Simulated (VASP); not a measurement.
# Al4Sb3N: single point with r2SCAN

Al4Sb3N:

```
N Sb Al
1.0
     6.59955    0.00000   -0.03533
     0.00000    3.97717    0.00000
    -0.03760    0.00000    7.11798
N Sb Al
1 3 4
Direct
  0.99662 0.00000 0.33950
  0.99816 0.50000 0.83910
  0.49655 0.50000 0.18825
  0.51021 0.00000 0.63584
  0.28450 0.00000 0.33140
  0.39437 0.50000 0.83870
  0.91224 0.50000 0.23107
  0.90736 0.00000 0.59612
```

```
Program             : VASP 6.6.1
Task                : single point
Functional          : r2SCAN
Potentials or basis : VASP PAW PBE potentials, release 64 (N, Sb, Al)
Cutoff              : 660 eV
k mesh              : 4 × 6 × 4
Occupations         : fermi-dirac, width 0.02 eV
Spin                : no spin polarisation
```

The pressure is 0.1 GPa, the largest force is 0.048 eV/Å and the band gap on the k mesh is zero (bands 16 and 17 overlap by 0.62 eV).

Forces on the atoms (eV/Å):
```
N   -0.001  0.000 -0.004
Sb  -0.013  0.000  0.012
Sb   0.013  0.000  0.006
Sb   0.007  0.000 -0.010
Al  -0.048  0.000 -0.001
Al  -0.003  0.000  0.008
Al   0.028  0.000  0.030
Al   0.016  0.000 -0.041
```

Levels at points of the mesh, in eV from the Fermi level:
| k point | band 12 | band 13 | band 14 | band 15 | band 16 | band 17 | band 18 | band 19 | band 20 | band 21 |
| --- | --- | --- | --- | --- | --- | --- | --- | --- | --- | --- |
| (0.00, 0.00, 0.00) | -1.65 | -1.49 | -1.33 | -0.38 | -0.29 | 0.48 | 1.68 | 2.73 | 3.24 | 3.66 |
| (0.50, 0.00, 0.00) | -1.77 | -1.54 | -0.49 | -0.46 | -0.21 | 0.07 | 1.74 | 2.31 | 2.36 | 2.67 |
| (0.00, 0.50, 0.00) | -4.01 | -3.16 | -2.82 | -2.44 | -2.15 | 1.56 | 2.16 | 2.26 | 2.58 | 3.15 |
| (0.50, 0.50, 0.00) | -3.75 | -2.95 | -2.13 | -1.93 | -1.40 | 1.36 | 1.98 | 2.41 | 2.67 | 2.90 |
| (0.00, 0.00, 0.50) | -2.86 | -1.43 | -0.96 | -0.81 | 0.21 | 0.33 | 1.93 | 2.37 | 2.93 | 3.56 |
| (0.50, 0.00, 0.50) | -2.50 | -2.04 | -1.12 | -0.73 | -0.56 | 0.47 | 1.85 | 1.88 | 2.64 | 3.05 |
| (0.00, 0.50, 0.50) | -3.20 | -2.94 | -2.60 | -1.51 | -1.44 | 0.43 | 0.90 | 2.00 | 2.37 | 2.53 |
| (0.50, 0.50, 0.50) | -2.19 | -2.09 | -1.97 | -1.67 | -1.65 | 0.77 | 0.83 | 1.53 | 1.78 | 1.79 |

Wall time 22 min on 1 thread of Oxide Virtual Turin-like Processor, on a shared host, peak memory 0.49 GiB.

Caveat: semilocal functionals underestimate gaps, and a narrow one can read as zero; the PAW data sets were made with another functional, which shifts forces and pressure a little; spin-orbit coupling is left out, which moves the levels of the heavy elements.
